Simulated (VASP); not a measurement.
# Rb (Fm-3m) in VASP: settings compared

The runs below take Rb through relaxation of cell and atoms, with BLYP+D3(BJ), LDA, PBEsol+D3(BJ).

All numbers are computed with VASP 6.6.1; they aren't measurements. Logs are shortened: lines on timing, memory, paths and dates and some standing lists are left out, and cuts for length are marked.

### Step 1. The cell of the first run

The structure is cubic, space group Fm-3m (No. 225). The conventional cell has a = 7.280 Å, b = 7.280 Å, c = 7.280 Å, α = 90.00°, β = 90.00°, γ = 90.00°.

### Step 2. Relaxation of cell and atoms, BLYP+D3(BJ)

INCAR

```
SYSTEM = Rb
AGGAC = 1.0
AGGAX = 1.0
ALDAC = 0.0
ALDAX = 1.0
ALGO = Normal
EDIFF = 1E-7
EDIFFG = -0.05
ENCUT = 600
GGA = B5
IBRION = 2
ISIF = 3
ISMEAR = -1
IVDW = 12
LASPH = .True.
LCHARG = .False.
LREAL = .False.
LWAVE = .False.
NELM = 80
NSW = 80
PREC = Accurate
SIGMA = 0.15
VDW_A1 = 0.4298
VDW_A2 = 4.2359
VDW_S6 = 1.0
VDW_S8 = 2.6996
```

KPOINTS

```
k-points
0
Gamma
  7 7 7
  0 0 0
```

POSCAR

```
Rb
1.0
    0.0000000000      3.6398850000      3.6398850000
    3.6398850000      0.0000000000      3.6398850000
    3.6398850000      3.6398850000      0.0000000000
Rb
1
Direct
    0.0000000000      0.0000000000      0.0000000000
```

Potentials or basis: VASP PAW PBE potentials, release 64 (Rb_sv).

Run with:

```bash
> cat potpaw_PBE.64/Rb_sv/POTCAR > POTCAR
> mpirun -np 1 vasp_std > vasp.out
```

OUTCAR:

```text
SYSTEM = Rb
   EDIFF = 1E-7
   EDIFFG = -0.05
   ENCUT = 600
   GGA = B5
   IBRION = 2
   ISIF = 3
   ISMEAR = -1
   IVDW = 12
   LASPH = .True.
   LREAL = .False.
   NELM = 80
   NSW = 80
   PREC = Accurate
 IVDW          = 12

 ion  position               nearest neighbor table
   1  0.000  0.000  0.000-

  LATTYP: Found a face centered cubic cell.
 ALAT       =     7.2797700000

  Lattice vectors:

 A1 = (   0.0000000000,   3.6398850000,   3.6398850000)
 A2 = (   3.6398850000,   0.0000000000,   3.6398850000)
 A3 = (   3.6398850000,   3.6398850000,   0.0000000000)

Analysis of symmetry for initial positions (statically):
=====================================================================
 Subroutine PRICEL returns:
 Original cell was already a primitive cell.

 Routine SETGRP: Setting up the symmetry group for a
 face centered cubic supercell.

 Subroutine GETGRP returns: Found 48 space group operations
 (whereof 48 operations were pure point group operations)
 out of a pool of 48 trial point group operations.

The static configuration has the point symmetry O_h .

Analysis of symmetry for dynamics (positions and initial velocities):
=====================================================================
 Subroutine PRICEL returns:
 Original cell was already a primitive cell.

 Routine SETGRP: Setting up the symmetry group for a
 face centered cubic supercell.

 Subroutine GETGRP returns: Found 48 space group operations
 (whereof 48 operations were pure point group operations)
 out of a pool of 48 trial point group operations.

The dynamic configuration has the point symmetry O_h .

 Subroutine INISYM returns: Found 48 space group operations
 (whereof 48 operations are pure point group operations),
 and found     1 'primitive' translations

----------------------------------------------------------------------------------------

                                     Primitive cell

  volume of cell :      96.4479

  direct lattice vectors                    reciprocal lattice vectors
     0.000000000  3.639885000  3.639885000    -0.137366977  0.137366977  0.137366977
     3.639885000  0.000000000  3.639885000     0.137366977 -0.137366977  0.137366977
     3.639885000  3.639885000  0.000000000     0.137366977  0.137366977 -0.137366977

  length of vectors
     5.147574732  5.147574732  5.147574732     0.237926584  0.237926584  0.237926584

  position of ions in fractional coordinates (direct lattice)
     0.000000000  0.000000000  0.000000000

  ion indices of the primitive-cell ions
   primitive index   ion index
                 1           1

----------------------------------------------------------------------------------------

 KPOINTS: k-points

Automatic generation of k-mesh.
 Grid dimensions read from file:
 generate k-points for:    7    7    7

 Generating k-lattice:

  Cartesian coordinates                     Fractional coordinates (reciprocal lattice)
    -0.019623854  0.019623854  0.019623854     0.142857143  0.000000000  0.000000000
     0.019623854 -0.019623854  0.019623854     0.000000000  0.142857143  0.000000000
     0.019623854  0.019623854 -0.019623854     0.000000000  0.000000000  0.142857143

  Length of vectors
     0.033989512  0.033989512  0.033989512

  Shift w.r.t. Gamma in fractional coordinates (k-lattice)
     0.000000000  0.000000000  0.000000000

 Subroutine IBZKPT returns following result:
 ===========================================

 Found     20 irreducible k-points:

 Following reciprocal coordinates:
            Coordinates               Weight
  0.000000  0.000000  0.000000      1.000000
  0.142857  0.000000  0.000000      8.000000
  0.285714  0.000000  0.000000      8.000000
  0.428571  0.000000  0.000000      8.000000
  0.142857  0.142857  0.000000      6.000000
  0.285714  0.142857  0.000000     24.000000
[... 12 lines left out ...]
 -0.428571  0.428571  0.142857     24.000000
 -0.285714  0.428571  0.142857     24.000000
   k-points           NKPTS =     20   k-points in BZ     NKDIM =     20   number of bands    NBANDS=      8
   number of dos      NEDOS =    301   number of ions     NIONS =      1
   total plane-waves  NPLWV =  74088
   dimension x,y,z NGX =    42 NGY =   42 NGZ =   42
   dimension x,y,z NGXF=    84 NGYF=   84 NGZF=   84
   ions per type =               1
   NGX,Y,Z   is equivalent  to a cutoff of  13.56, 13.56, 13.56 a.u.
   NGXF,Y,Z  is equivalent  to a cutoff of  27.13, 27.13, 27.13 a.u.
 SYSTEM =  Rb
   PREC   = accura    normal or accurate (medium, high low for compatibility)
   ISTART =      0    job   : 0-new  1-cont  2-samecut
   ICHARG =      2    charge: 1-file 2-atom 10-const
   ISPIN  =      1    spin polarized calculation?
   LNONCOLLINEAR =      F non collinear calculations
   LSORBIT =      F    spin-orbit coupling
   LASPH  =      T    aspherical Exc in radial PAW
   ENCUT  =  600.0 eV  44.10 Ry    6.64 a.u.  10.28 10.28 10.28*2*pi/ulx,y,z
   NELM   =     80;   NELMIN=  2; NELMDL= -5     # of ELM steps
   EDIFF  = 0.1E-06   stopping-criterion for ELM
   LREAL  =      F    real-space projection
   EDIFFG = -.5E-01   stopping-criterion for IOM
   NSW    =     80    number of steps for IOM
   IBRION =      2    ionic relax: 0-MD 1-quasi-New 2-CG
   NFREE  =      1    steps in history (QN), initial steepest desc. (CG)
   ISIF   =      3    stress and relaxation
   ISYM   =      2    0-nonsym 1-usesym 2-fastsym
   POTIM  = 0.5000    time-step for ionic-motion
   TEBEG  =    0.0;   TEEND  =   0.0 temperature during run
   PSTRESS=    0.0 pullay stress
   NELECT =       9.0000    total number of electrons
   NUPDOWN=      -1.0000    fix difference up-down
   EMIN   =  10.00;   EMAX   =-10.00  energy-range for DOS
   EFERMI =   0.00;   METHOD = LEGACY
   ISMEAR =    -1;   SIGMA  =   0.15  broadening in eV -4-tet -1-fermi 0-gaus
   EFERMI_NEDOS =   21; number of points for ismear=-14 and -15
   IALGO  =     38    algorithm
   IMIX   =      4    mixing-type and parameters
     AMIX     =   0.40;   BMIX     =  1.00
     AMIX_MAG =   1.60;   BMIX_MAG =  1.00
  volume/ion in A,a.u.               =      96.45       650.86
  Fermi-wavevector in a.u.,A,eV,Ry     =   0.742548  1.403213  7.501952  0.551378
  Thomas-Fermi vector in A             =   1.837453
   LORBIT       =      0    0 simple, 1 ext, 2 COOP (PROOUT), +10 PAW based schemes
   GGA     = B5    functional components
   LHFCALC =     F    Hartree Fock is set to
   AEXX    =    0.0000 exact exchange contribution
   IVDW    =    12    specifies the selected vdW correction
   LEPSILON=     F    determine dielectric tensor
   LRPA    =     F    only Hartree local field effects (RPA)
 conjugate gradient relaxation of ions
 non-spin polarized calculation
  energy-cutoff  :      600.00
  volume of cell :       96.45
 maximum number of plane-waves:      3242
 NGX is ok and might be reduce to    42
   NGX = 21   NGY = 21   NGZ = 21

--------------------------------------- Ionic step        1  -------------------------------------------

 number of electron       9.0000000 magnetization

 Free energy of the ion-electron system (eV)
  ---------------------------------------------------
  ext. energy  EPLUGINS =         0.00000000
  ---------------------------------------------------
  free energy    TOTEN  =        -0.64137799 eV

  energy without entropy =       -0.57692346  energy(sigma->0) =       -0.60915073

------------------------ aborting loop because EDIFF is reached ----------------------------------------

 Edisp (eV)   -0.24772

 E8    (eV) :    -0.2050

  FORCE on cell =-STRESS in cart. coord.  units (eV):
  Direction    XX          YY          ZZ          XY          YZ          ZX
  --------------------------------------------------------------------------------------
  -------------------------------------------------------------------------------------
  Total      -0.24934    -0.24934    -0.24934    -0.00000     0.00000    -0.00000
  in kB      -4.14201    -4.14201    -4.14201    -0.00000     0.00000    -0.00000
  external pressure =       -4.14 kB  Pullay stress =        0.00 kB

 VOLUME and BASIS-vectors are now :
 -----------------------------------------------------------------------------
  energy-cutoff  :      600.00
  volume of cell :       96.45
      direct lattice vectors                 reciprocal lattice vectors
     0.000000000  3.639885000  3.639885000    -0.137366977  0.137366977  0.137366977
     3.639885000  0.000000000  3.639885000     0.137366977 -0.137366977  0.137366977
     3.639885000  3.639885000  0.000000000     0.137366977  0.137366977 -0.137366977

 POSITION                                       TOTAL-FORCE (eV/Angst)
 -----------------------------------------------------------------------------------
      0.00000      0.00000      0.00000         0.000000      0.000000      0.000000
 -----------------------------------------------------------------------------------
    total drift:                               -0.000000     -0.000000     -0.000000

  FREE ENERGIE OF THE ION-ELECTRON SYSTEM (eV)
  ---------------------------------------------------
  free  energy   TOTEN  =        -0.8890962878 eV
[... 21 lines left out ...]
 VOLUME and BASIS-vectors are now :
 -----------------------------------------------------------------------------
  energy-cutoff  :      600.00
  volume of cell :       93.01
      direct lattice vectors                 reciprocal lattice vectors
    -0.000000000  3.596101305  3.596101305    -0.139039465  0.139039465  0.139039465
     3.596101305  0.000000000  3.596101305     0.139039465 -0.139039465  0.139039465
     3.596101305  3.596101305  0.000000000     0.139039465  0.139039465 -0.139039465

 POSITION                                       TOTAL-FORCE (eV/Angst)
 -----------------------------------------------------------------------------------
      0.00000      0.00000      0.00000         0.000000      0.000000     -0.000000
 -----------------------------------------------------------------------------------
    total drift:                               -0.000000     -0.000000     -0.000000

  FREE ENERGIE OF THE ION-ELECTRON SYSTEM (eV)
  ---------------------------------------------------
  free  energy   TOTEN  =        -0.8972875111 eV

  energy  without entropy=       -0.8339803283  energy(sigma->0) =       -0.86563392

--------------------------------------- Ionic step        3  -------------------------------------------

 number of electron       9.0000000 magnetization

 Free energy of the ion-electron system (eV)
  ---------------------------------------------------
  ext. energy  EPLUGINS =         0.00000000
  ---------------------------------------------------
  free energy    TOTEN  =        -0.62549871 eV

  energy without entropy =       -0.56524869  energy(sigma->0) =       -0.59537370

 E-fermi :   0.6649     XC(G=0):  -5.2872

 val. band max:        0.5179582696   @ k =   0.4286   0.2857   0.0000
 cond. band min:       0.8428458004   @ k =  -0.2857   0.2857   0.0000
 fundamental gap:      0.3248875308
 Fermi energy:         0.6649438908

 k-point     1 :       0.0000    0.0000    0.0000
  band No.  band energies     occupation
      1     -28.3165      2.00000
      2     -12.4028      2.00000
      3     -12.4028      2.00000
      4     -12.4028      2.00000
      5      -1.4331      2.00000
      6       4.1272      0.00000
      7       4.1272      0.00000
      8       4.1272      0.00000

 k-point     2 :       0.1429    0.0000    0.0000
  band No.  band energies     occupation
      1     -28.3154      2.00000
      2     -12.4278      2.00000
      3     -12.4062      2.00000
      4     -12.4062      2.00000
      5      -1.1860      1.99999
      6       3.6250      0.00000
      7       4.2205      0.00000
      8       4.2205      0.00000

 k-point     3 :       0.2857    0.0000    0.0000
  band No.  band energies     occupation
      1     -28.3129      2.00000
      2     -12.4830      2.00000
      3     -12.4137      2.00000
      4     -12.4137      2.00000
      5      -0.5001      1.99915
      6       2.7193      0.00000
      7       4.1672      0.00000
      8       4.1672      0.00000
[... 202 lines left out ...]
 VOLUME and BASIS-vectors are now :
 -----------------------------------------------------------------------------
  energy-cutoff  :      600.00
  volume of cell :       83.19
      direct lattice vectors                 reciprocal lattice vectors
    -0.000000000  3.464750221  3.464750221    -0.144310547  0.144310547  0.144310547
     3.464750221  0.000000000  3.464750221     0.144310547 -0.144310547  0.144310547
     3.464750221  3.464750221  0.000000000     0.144310547  0.144310547 -0.144310547

 POSITION                                       TOTAL-FORCE (eV/Angst)
 -----------------------------------------------------------------------------------
      0.00000      0.00000      0.00000         0.000000      0.000000      0.000000
 -----------------------------------------------------------------------------------
    total drift:                               -0.000000     -0.000000     -0.000000

  FREE ENERGIE OF THE ION-ELECTRON SYSTEM (eV)
  ---------------------------------------------------
  free  energy   TOTEN  =        -0.9113358167 eV

  energy  without entropy=       -0.8510857965  energy(sigma->0) =       -0.88121081

 reached required accuracy - stopping structural energy minimisation
```

Run time: 3.2 min. Hardware: 1 thread of Intel Xeon 8259CL, shared host; peak memory 0.27 GiB.

Results:

```yaml
Free_energy: -0.9113 eV
Relaxed_volume: 83.19 Å³/atom
Relaxed_cell: a = 4.900 Å, b = 4.900 Å, c = 4.900 Å, α = 60.00°, β = 60.00°, γ = 60.00°
Space_group_after_relaxing_to_0.05_Å: Fm-3m (No. 225)
Energy_gained_by_relaxing: 22.2 meV/atom
Ionic_steps: 3
Pressure_after_relaxing: -0.1 GPa
Dispersion_energy_per_atom: -0.286 eV
```

Step by step:
```csv
step,energy change (eV),largest force (eV/Å),pressure (GPa),volume (Å³)
1,0.0000,0.0000,-0.41,96.45
2,-0.0082,0.0000,-0.35,93.01
3,-0.0222,0.0000,-0.09,83.19
```

Final structure:
```
CELL_PARAMETERS angstrom
0.00000 3.46475 3.46475
3.46475 0.00000 3.46475
3.46475 3.46475 0.00000
ATOMIC_POSITIONS crystal
Rb 0.00000 0.00000 0.00000
```

Caveat: the PAW data sets were made with another functional, which shifts forces and pressure a little; pairwise dispersion overbinds metals, which lowers pressure and volume.

(Continued in part 2 of 2.)
